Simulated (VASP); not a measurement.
**Cd3TeO2: single point with PBE**

The system is Cd3TeO2.

```
CELL_PARAMETERS angstrom
6.12994 0.00000 0.00000
0.00000 6.12994 0.00000
0.00000 0.00000 6.12994
ATOMIC_POSITIONS crystal
Cd 0.00000 0.50000 0.50000
Cd 0.50000 0.00000 0.50000
Cd 0.50000 0.50000 0.00000
Cd 0.00000 0.50000 0.00000
Cd 0.50000 0.00000 0.00000
Cd 0.00000 0.00000 0.50000
Te 0.00000 0.00000 0.00000
Te 0.50000 0.50000 0.50000
O 0.25000 0.25000 0.25000
O 0.75000 0.75000 0.25000
O 0.75000 0.25000 0.75000
O 0.25000 0.75000 0.75000
```

The cell was built from a structure type or drawn by symmetry, and may not be a known phase.

| Property | Result |
| --- | --- |
| Program | VASP 6.6.1 |
| Task | single point |
| Functional | PBE |
| Potentials or basis | VASP PAW PBE potentials, release 64 (Cd, Te, O) |
| Cutoff | 520 eV |
| k mesh | 4 × 4 × 4 |
| Occupations | gaussian, width 0.1 eV |
| Spin | no spin polarisation |
| Dipole correction | no |
| Further INCAR settings | ALGO = Normal; EDIFF = 1e-07; NBANDS = 66 |

```yaml
Pressure: 0.3 GPa
Band_gap_on_the_k_mesh: zero (bands 54 and 55 overlap by 0.37 eV)
```

Levels at points of the mesh, in eV from the Fermi level:
| k point | band 51 | band 52 | band 53 | band 54 | band 55 | band 56 | band 57 | band 58 |
| --- | --- | --- | --- | --- | --- | --- | --- | --- |
| (0.00, 0.00, 0.00) | -2.86 | -1.97 | 0.32 | 0.32 | 0.53 | 0.53 | 0.53 | 0.77 |
| (0.50, 0.00, 0.00) | -1.65 | -1.65 | -0.29 | -0.29 | 0.08 | 0.08 | 0.61 | 0.61 |
| (0.50, 0.50, 0.00) | -0.89 | -0.89 | -0.14 | -0.14 | -0.05 | -0.05 | 0.61 | 0.61 |
| (0.50, 0.50, 0.50) | -1.97 | -0.05 | -0.05 | -0.05 | 0.31 | 0.31 | 0.31 | 2.43 |

Wall time 4.2 min on 1 thread of Intel(R) Xeon(R) Platinum 8259CL CPU @ 2.50GHz (Skylake/Cascade Lake) (shared host), peak memory 0.39 GiB.

Caveat: semilocal functionals underestimate gaps, so a narrow gap can read as zero; spin-orbit coupling is left out, which moves the levels of the heavy elements.
